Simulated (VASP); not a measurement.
Write the native input for VASP 6.6.1 that does the following.

| Property | Result |
| --- | --- |
| Task | single point |
| Functional | LDA |
| Potentials or basis | VASP PAW LDA potentials, release 64 (Zn) |
| Cutoff | 520 eV |
| k mesh | 18 × 18 × 18 |
| Occupations | methfessel-paxton, width 0.1 eV |
| Spin | no spin polarisation |
| Dipole correction | no |
| Further INCAR settings | ALGO = Normal; EDIFF = 1e-06; NBANDS = 12 |

The structure of Zn lies in POSCAR:

```
Zn
1.0
    0.0000000000      1.8901067719      1.8901067719
    1.8901067719      0.0000000000      1.8901067719
    1.8901067719      1.8901067719      0.0000000000
Zn
1
Direct
    0.0000000000      0.0000000000      0.0000000000
```

This isn't the form of Zn at room conditions, which is hcp.

The input as run:

INCAR

```
SYSTEM = Zn
ALGO     = Normal         ! electronic algorithm
EDIFF    = 1E-6           ! SCF threshold, eV
ENCUT    = 520            ! plane-wave cutoff, eV
ISIF     = 2              ! what is computed and relaxed
ISMEAR   = 1              ! smearing method
LASPH    = .True.         ! aspherical terms in the spheres
LCHARG   = .False.        ! write CHGCAR
LREAL    = .False.        ! projectors in reciprocal space
LWAVE    = .False.        ! write WAVECAR
NBANDS   = 12             ! bands
NELM     = 80             ! most SCF steps
PREC     = Accurate       ! precision mode
SIGMA    = 0.1            ! smearing width, eV
```

KPOINTS

```
k-points
0
Gamma
  18 18 18
  0 0 0
```

Potentials or basis: VASP PAW LDA potentials, release 64 (Zn).

Launch:

```bash
$ cat potpaw_LDA.64/Zn/POTCAR > POTCAR
$ mpirun -np 1 vasp_std > vasp.out
```

It gave:

The pressure is 0.8 GPa and the band gap on the k mesh is zero (bands 6 and 7 overlap by 3.00 eV).

It took 20 s on 1 thread of Intel(R) Xeon(R) Platinum 8488C (Sapphire Rapids) (shared host), peak memory 0.14 GiB.
